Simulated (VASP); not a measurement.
The system is WS2.

```
CELL_PARAMETERS angstrom
3.80161 0.00000 0.00000
0.00000 3.80161 0.00000
0.00000 0.00000 5.37629
ATOMIC_POSITIONS crystal
W 0.00000 0.00000 0.00000
S 0.50000 0.00000 0.25000
S 0.00000 0.50000 0.75000
```

This cell differs from its parent crystal: atoms taken out.

```yaml
Program: VASP 6.6.1
Task: relaxation of cell and atoms
Functional: PBE
Potentials_or_basis: VASP PAW PBE potentials, release 64 (W_sv, S)
Cutoff: 600 eV
k_mesh: 4 × 4 × 4
Occupations: gaussian, width 0.1 eV
Spin: collinear spin
Starting_moments: "[0.38, 0.02, 0.02] μB"
```

At the start: pressure -5.2 GPa; volume 25.90 Å³/atom.

Q: Where does the relaxation end?

A: Over 11 steps the energy falls by 32.9 meV/atom and the volume is 27.09 Å³/atom (+4.6 %); space group P-4m2 (No. 115, to 0.1 Å) before and after; moment 0.00 μB per cell.

Step by step:
```tsv
step	energy change (eV)	largest force (eV/Å)	pressure (GPa)	volume (Å³)
1	0.0000	1.0479	-5.22	77.70
2	0.1012	1.2593	9.78	68.59
3	-0.0695	0.2290	-0.46	73.89
4	-0.0707	0.1337	0.17	73.49
5	-0.0707	0.1135	0.29	73.41
6	-0.0733	0.1045	0.29	73.70
7	-0.0801	0.0774	0.31	74.59
8	-0.0894	0.0170	0.43	76.35
9	-0.0958	0.1186	0.95	79.86
10	-0.0982	0.0239	0.36	80.69
11	-0.0987	0.0385	-0.02	81.26
```

Final structure:
```
W S
1.0
     3.72938    0.00000    0.00000
     0.00000    3.72938    0.00000
     0.00000    0.00000    5.84223
W S
1 2
Direct
  0.00000 0.00000 0.00000
  0.50000 0.00000 0.22192
  0.00000 0.50000 0.77808
```

Caveat: the k points lie up to 0.42 Å⁻¹ apart in the final cell, too coarse for converged energies and pressures of a metal; the cell differs from its parent crystal (atoms taken out); this functional lacks dispersion, which binds the layers, so the pressure and a relaxed spacing across them are unreliable.
